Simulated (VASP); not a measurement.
# Mg3Re2 (Pm-3m) in VASP: a series of runs

The runs below take Mg3Re2 through single point, relaxation of cell and atoms, with PBE.

Program: VASP 6.6.1. These are calculated values, not measurements. Logs are shortened: lines on timing, memory, paths and dates and some standing lists are left out, and cuts for length are marked.

## 1. The cell of the first run

It takes space group Pm-3m (No. 221, cubic). The conventional cell has a = 4.846 Å, b = 4.846 Å, c = 4.846 Å, α = 90.00°, β = 90.00°, γ = 90.00°. Within 3.2 Å of Mg (site symmetry 4/mmm) lie 2 Re at 2.42 Å. Re (site symmetry m-3m) has 12 Mg at 3.43 Å and 8 Re at 4.20 Å within 4.5 Å. Re (site symmetry m-3m) has 6 Mg at 2.42 Å within 3.2 Å.

## 2. Single point, PBE

Input file INCAR:

```
SYSTEM = Mg3Re2
PREC = Accurate ; ENCUT = 520
EDIFF = 1E-6 ; ISMEAR = 0
SIGMA = 0.1 ; LREAL = .False.
LASPH = .True. ; NELM = 100
ALGO = Normal ; ISIF = 2
LWAVE = .False. ; LCHARG = .False.
GGA = PE ; NBANDS = 18
```

Input file KPOINTS:

```
regular mesh
0
Gamma
  4 4 4
  0 0 0
```

Input file POSCAR:

```
Mg3Re2
1.0
    4.8459675203      0.0000000000      0.0000000000
    0.0000000000      4.8459675203      0.0000000000
    0.0000000000      0.0000000000      4.8459675203
Mg Re
3 2
Direct
    0.5000000000      0.0000000000      0.0000000000
    0.0000000000      0.5000000000      0.0000000000
    0.0000000000      0.0000000000      0.5000000000
    0.5000000000      0.5000000000      0.5000000000
    0.0000000000      0.0000000000      0.0000000000
```

Potentials or basis: VASP PAW PBE potentials, release 64 (Mg, Re).

Command:

```bash
$ cat potpaw_PBE.64/Mg/POTCAR potpaw_PBE.64/Re/POTCAR > POTCAR
$ mpirun -np 1 vasp_std > vasp.out
```

OUTCAR:

```text
SYSTEM = Mg3Re2
   PREC = Accurate
   ENCUT = 520
   EDIFF = 1E-6
   ISMEAR = 0
   LREAL = .False.
   LASPH = .True.
   NELM = 100
   ISIF = 2
   GGA = PE

 ion  position               nearest neighbor table
   1  0.500  0.000  0.000-   5 2.42   5 2.42   4 3.43   2 3.43   3 3.43   4 3.43   2 3.43   4 3.43
                             4 3.43   2 3.43   3 3.43   3 3.43   3 3.43   2 3.43
   2  0.000  0.500  0.000-   5 2.42   5 2.42   4 3.43   1 3.43   3 3.43   4 3.43   1 3.43   3 3.43
                             3 3.43   3 3.43   1 3.43   4 3.43   4 3.43   1 3.43
   3  0.000  0.000  0.500-   5 2.42   5 2.42   4 3.43   1 3.43   1 3.43   2 3.43   2 3.43   2 3.43
                             4 3.43   2 3.43   1 3.43   4 3.43   1 3.43   4 3.43
   4  0.500  0.500  0.500-   1 3.43   2 3.43   3 3.43   1 3.43   2 3.43   1 3.43   3 3.43   1 3.43
                             2 3.43   3 3.43   2 3.43   3 3.43
   5  0.000  0.000  0.000-   1 2.42   2 2.42   3 2.42   3 2.42   2 2.42   1 2.42

  LATTYP: Found a simple cubic cell.
 ALAT       =     4.8459675203

  Lattice vectors:

 A1 = (   4.8459675203,   0.0000000000,   0.0000000000)
 A2 = (   0.0000000000,   4.8459675203,   0.0000000000)
 A3 = (   0.0000000000,   0.0000000000,   4.8459675203)

Analysis of symmetry for initial positions (statically):
=====================================================================
 Subroutine PRICEL returns:
 Original cell was already a primitive cell.

 Routine SETGRP: Setting up the symmetry group for a
 simple cubic supercell.

 Subroutine GETGRP returns: Found 48 space group operations
 (whereof 48 operations were pure point group operations)
 out of a pool of 48 trial point group operations.

The static configuration has the point symmetry O_h .

Analysis of symmetry for dynamics (positions and initial velocities):
=====================================================================
 Subroutine PRICEL returns:
 Original cell was already a primitive cell.

 Routine SETGRP: Setting up the symmetry group for a
 simple cubic supercell.

 Subroutine GETGRP returns: Found 48 space group operations
 (whereof 48 operations were pure point group operations)
 out of a pool of 48 trial point group operations.

The dynamic configuration has the point symmetry O_h .

 Subroutine INISYM returns: Found 48 space group operations
 (whereof 48 operations are pure point group operations),
 and found     1 'primitive' translations

----------------------------------------------------------------------------------------

                                     Primitive cell

  volume of cell :     113.7998

  direct lattice vectors                    reciprocal lattice vectors
     4.845967520  0.000000000  0.000000000     0.206357140  0.000000000  0.000000000
     0.000000000  4.845967520  0.000000000     0.000000000  0.206357140  0.000000000
     0.000000000  0.000000000  4.845967520     0.000000000  0.000000000  0.206357140

  length of vectors
     4.845967520  4.845967520  4.845967520     0.206357140  0.206357140  0.206357140

  position of ions in fractional coordinates (direct lattice)
     0.500000000  0.000000000  0.000000000
     0.000000000  0.500000000  0.000000000
     0.000000000  0.000000000  0.500000000
     0.500000000  0.500000000  0.500000000
     0.000000000  0.000000000  0.000000000

  ion indices of the primitive-cell ions
   primitive index   ion index
                 1           1
                 2           2
                 3           3
                 4           4
                 5           5

----------------------------------------------------------------------------------------

 KPOINTS: regular mesh

Automatic generation of k-mesh.
 Grid dimensions read from file:
 generate k-points for:    4    4    4

 Generating k-lattice:

  Cartesian coordinates                     Fractional coordinates (reciprocal lattice)
     0.051589285  0.000000000  0.000000000     0.250000000  0.000000000  0.000000000
     0.000000000  0.051589285  0.000000000     0.000000000  0.250000000  0.000000000
     0.000000000  0.000000000  0.051589285     0.000000000  0.000000000  0.250000000

  Length of vectors
     0.051589285  0.051589285  0.051589285

  Shift w.r.t. Gamma in fractional coordinates (k-lattice)
     0.000000000  0.000000000  0.000000000

 Subroutine IBZKPT returns following result:
 ===========================================

 Found     10 irreducible k-points:

 Following reciprocal coordinates:
            Coordinates               Weight
  0.000000  0.000000  0.000000      1.000000
  0.250000  0.000000  0.000000      6.000000
  0.500000  0.000000  0.000000      3.000000
  0.250000  0.250000  0.000000     12.000000
  0.500000  0.250000  0.000000     12.000000
  0.500000  0.500000  0.000000      3.000000
  0.250000  0.250000  0.250000      8.000000
  0.500000  0.250000  0.250000     12.000000
  0.500000  0.500000  0.250000      6.000000
  0.500000  0.500000  0.500000      1.000000
   k-points           NKPTS =     10   k-points in BZ     NKDIM =     10   number of bands    NBANDS=     18
   number of dos      NEDOS =    301   number of ions     NIONS =      5
   total plane-waves  NPLWV =  46656
   dimension x,y,z NGX =    36 NGY =   36 NGZ =   36
   dimension x,y,z NGXF=    72 NGYF=   72 NGZF=   72
   ions per type =               3   2
   NGX,Y,Z   is equivalent  to a cutoff of  12.35, 12.35, 12.35 a.u.
   NGXF,Y,Z  is equivalent  to a cutoff of  24.70, 24.70, 24.70 a.u.
 SYSTEM =  Mg3Re2
   PREC   = accura    normal or accurate (medium, high low for compatibility)
   ISTART =      0    job   : 0-new  1-cont  2-samecut
   ICHARG =      2    charge: 1-file 2-atom 10-const
   ISPIN  =      1    spin polarized calculation?
   LNONCOLLINEAR =      F non collinear calculations
   LSORBIT =      F    spin-orbit coupling
   LASPH  =      T    aspherical Exc in radial PAW
   ENCUT  =  520.0 eV  38.22 Ry    6.18 a.u.   9.01  9.01  9.01*2*pi/ulx,y,z
   NELM   =    100;   NELMIN=  2; NELMDL= -5     # of ELM steps
   EDIFF  = 0.1E-05   stopping-criterion for ELM
   LREAL  =      F    real-space projection
   EDIFFG = 0.1E-04   stopping-criterion for IOM
   NSW    =      0    number of steps for IOM
   IBRION =     -1    ionic relax: 0-MD 1-quasi-New 2-CG
   NFREE  =      0    steps in history (QN), initial steepest desc. (CG)
   ISIF   =      2    stress and relaxation
   ISYM   =      2    0-nonsym 1-usesym 2-fastsym
   POTIM  = 0.5000    time-step for ionic-motion
   TEBEG  =    0.0;   TEEND  =   0.0 temperature during run
   PSTRESS=    0.0 pullay stress
   NELECT =      20.0000    total number of electrons
   NUPDOWN=      -1.0000    fix difference up-down
   EMIN   =  10.00;   EMAX   =-10.00  energy-range for DOS
   EFERMI =   0.00;   METHOD = LEGACY
   ISMEAR =     0;   SIGMA  =   0.10  broadening in eV -4-tet -1-fermi 0-gaus
   EFERMI_NEDOS =   21; number of points for ismear=-14 and -15
   IALGO  =     38    algorithm
   IMIX   =      4    mixing-type and parameters
     AMIX     =   0.40;   BMIX     =  1.00
     AMIX_MAG =   1.60;   BMIX_MAG =  1.00
  volume/ion in A,a.u.               =      22.76       153.59
  Fermi-wavevector in a.u.,A,eV,Ry     =   0.917004  1.732885 11.441077  0.840895
  Thomas-Fermi vector in A             =   2.041923
   LORBIT       =      0    0 simple, 1 ext, 2 COOP (PROOUT), +10 PAW based schemes
   GGA     = PE    functional components
   LHFCALC =     F    Hartree Fock is set to
   AEXX    =    0.0000 exact exchange contribution
   IVDW    =     0    specifies the selected vdW correction
   LEPSILON=     F    determine dielectric tensor
   LRPA    =     F    only Hartree local field effects (RPA)
 non-spin polarized calculation
 Gauss-broadening in eV      SIGMA  =   0.10
  energy-cutoff  :      520.00
  volume of cell :      113.80
 maximum number of plane-waves:      3112
   NGX = 19   NGY = 19   NGZ = 19

 number of electron      19.9999995 magnetization

 Free energy of the ion-electron system (eV)
  ---------------------------------------------------
  ext. energy  EPLUGINS =         0.00000000
  ---------------------------------------------------
  free energy    TOTEN  =       -18.84578564 eV

  energy without entropy =      -18.79244325  energy(sigma->0) =      -18.81911445

 E-fermi :   2.0817     XC(G=0):  -9.4901

 val. band max:        2.0644197592   @ k =   0.5000   0.2500   0.2500
 cond. band min:       2.1068853379   @ k =   0.5000   0.2500   0.0000
 fundamental gap:      0.0424655787
 Fermi energy:         2.0816845443

 k-point     1 :       0.0000    0.0000    0.0000
  band No.  band energies     occupation
      1      -4.0399      2.00000
      2      -0.0121      2.00000
      3      -0.0120      2.00000
      4       1.2157      2.00000
      5       1.2157      2.00000
      6       1.2157      2.00000
[... 10 lines left out ...]
     17       7.8730      0.00000
     18       8.6975      0.00000

 k-point     2 :       0.2500    0.0000    0.0000
  band No.  band energies     occupation
      1      -3.6055      2.00000
      2      -0.4850      2.00000
      3       0.1927      2.00000
      4       1.0959      2.00000
      5       1.1710      2.00000
      6       1.1710      2.00000
[... 10 lines left out ...]
     17       7.7651      0.00000
     18       8.1111      0.00000

 k-point     3 :       0.5000    0.0000    0.0000
  band No.  band energies     occupation
      1      -2.6662      2.00000
      2      -1.8885      2.00000
      3       0.5318      2.00000
      4       1.1799      2.00000
      5       1.1799      2.00000
      6       1.1956      2.00000
[... 118 lines left out ...]
 k-point     9 :       0.5000    0.5000    0.2500
  band No.  band energies     occupation
      1      -1.4173      2.00000
      2      -0.5976      2.00000
      3       0.1094      2.00000
      4       0.1094      2.00000
      5       0.5212      2.00000
      6       0.5212      2.00000
[... 10 lines left out ...]
     17       5.9344      0.00000
     18       5.9344      0.00000

 k-point    10 :       0.5000    0.5000    0.5000
  band No.  band energies     occupation
      1      -0.4459      2.00000
      2       0.2043      2.00000
      3       0.2043      2.00000
      4       0.2043      2.00000
      5       0.2655      2.00000
      6       0.2655      2.00000
[... 10 lines left out ...]
     17       4.7811      0.00000
     18       4.7811      0.00000

------------------------ aborting loop because EDIFF is reached ----------------------------------------

  FORCE on cell =-STRESS in cart. coord.  units (eV):
  Direction    XX          YY          ZZ          XY          YZ          ZX
  --------------------------------------------------------------------------------------
  -------------------------------------------------------------------------------------
  Total       -0.0194552     -0.0194552     -0.0194552     -0.0000000      0.0000000     -0.0000000
  in kB       -0.2739080     -0.2739080     -0.2739080     -0.0000000      0.0000000     -0.0000000
  external PRESSURE =      -0.2739080 kB  Pullay stress =       0.0000000 kB

 VOLUME and BASIS-vectors are now :
 -----------------------------------------------------------------------------
  energy-cutoff  :      520.00
  volume of cell :      113.80
      direct lattice vectors                 reciprocal lattice vectors
     4.845967520  0.000000000  0.000000000     0.206357140  0.000000000  0.000000000
     0.000000000  4.845967520  0.000000000     0.000000000  0.206357140  0.000000000
     0.000000000  0.000000000  4.845967520     0.000000000  0.000000000  0.206357140

 POSITION                                       TOTAL-FORCE (eV/Angst)
 -----------------------------------------------------------------------------------
      2.42298      0.00000      0.00000         0.000000      0.000000      0.000000
      0.00000      2.42298      0.00000         0.000000      0.000000      0.000000
      0.00000      0.00000      2.42298         0.000000      0.000000      0.000000
      2.42298      2.42298      2.42298         0.000000      0.000000      0.000000
      0.00000      0.00000      0.00000         0.000000      0.000000      0.000000
 -----------------------------------------------------------------------------------
    total drift:                                0.000000      0.000000      0.000000

  FREE ENERGIE OF THE ION-ELECTRON SYSTEM (eV)
  ---------------------------------------------------
  free  energy   TOTEN  =       -18.8457856435 eV

  energy  without entropy=      -18.7924432489  energy(sigma->0) =      -18.81911445
```

It took 23 s on 1 thread of Intel Xeon Platinum 8488C (Sapphire Rapids), shared host; peak memory 0.21 GiB.

What came out:

```
Free energy            : -18.8458 eV
Pressure               : 0.0 GPa
Band gap on the k mesh : zero (band 10 reaches 2.41 eV, above the bottom of band 11 at 1.86 eV)
```

Caveat: spin-orbit coupling is left out, which moves the levels of the heavy elements.

[end of part 1 of 2]
